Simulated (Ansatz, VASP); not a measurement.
One calculation of NaF, two programs

```
CELL_PARAMETERS angstrom
0.00000 2.32330 2.32330
2.32330 0.00000 2.32330
2.32330 2.32330 0.00000
ATOMIC_POSITIONS crystal
Na 0.00000 0.00000 0.00000
F 0.50000 0.50000 0.50000
```

Alike in both runs: task single point; functional LDA; k mesh 6 × 6 × 6; occupations gaussian, width 0.1 eV; no spin polarisation.

|  | VASP | Ansatz |
| --- | --- | --- |
| version | VASP 6.6.1 | Ansatz 0.2.0 |
| potentials or method | VASP PAW LDA potentials, release 64 (Na_pv, F), cutoff 520 eV | scalar-relativistic, plane waves, PAW |
| valence electrons in the cell | 14 | 16 |

Ansatz gave:

- gap on the k mesh at the Fermi level (eV): 5.93
- least direct gap on the mesh (eV): 5.93
- pressure (GPa): -4.6

Which values does VASP return?

gap on the k mesh at the Fermi level (eV): 5.91; least direct gap on the mesh (eV): 5.91; pressure (GPa): -4.7.

LDA's correlation is that of Perdew and Zunger in VASP and of Perdew and Wang (1992) in Ansatz. VASP's potentials hold 14 valence electrons a cell and Ansatz's 16, so a difference there can come from the potentials and not from the codes.
